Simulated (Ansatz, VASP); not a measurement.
**Pt9Rh7 in VASP and in Ansatz**

```
Rh Pt
1.0
    -3.90573    3.90629   -3.91148
     3.90590    3.90479    3.90981
     3.90711   -3.90462   -3.91118
Rh Pt
7 9
Direct
  0.25013 0.24721 0.49627
  0.49383 0.24737 0.24805
  0.00676 0.00096 0.00691
  0.25022 0.49563 0.24759
  0.00193 0.74995 0.24811
  0.49838 0.49850 0.00121
  0.25034 0.74996 0.00456
  0.25019 0.00091 0.75290
  0.00554 0.25178 0.75487
  0.49492 0.99657 0.49511
  0.75042 0.50116 0.75304
  0.49912 0.74541 0.75052
  0.00104 0.49848 0.49909
  0.75040 0.99637 0.24829
  0.74793 0.74521 0.49695
  0.75225 0.25186 0.00376
```

Alike in both runs: functional PBE; k mesh 3 × 3 × 3; occupations gaussian, width 0.1 eV; no spin polarisation.

Ansatz relaxed the structure, and its values are those at the end. VASP's run is a single point on that final structure, the one shown.

|  | VASP | Ansatz |
| --- | --- | --- |
| version | VASP 6.6.1 | Ansatz 0.2.0 |
| potentials or method | VASP PAW PBE potentials, release 64 (Rh_pv, Pt), cutoff 520 eV | scalar-relativistic, plane waves, PAW |
| valence electrons in the cell | 195 | 281 |

VASP gave:

| Quantity | Value |
| --- | --- |
| gap on the k mesh at the Fermi level (eV) | none |
| pressure (GPa) | -0.5 |
| rms of the force components (eV/Å) | 0.007 |

What did Ansatz give for the same quantities?

gap on the k mesh at the Fermi level (eV): none; pressure (GPa): -0.2; rms of the force components (eV/Å): 0.006.

A gap of «none» marks a metal or a gap that the smearing closes. VASP's potentials hold 195 valence electrons a cell and Ansatz's 281, so a difference there can come from the potentials and not from the codes.

The k mesh is coarse, so the values compare programs but aren't converged. Neither program's run includes spin-orbit coupling.
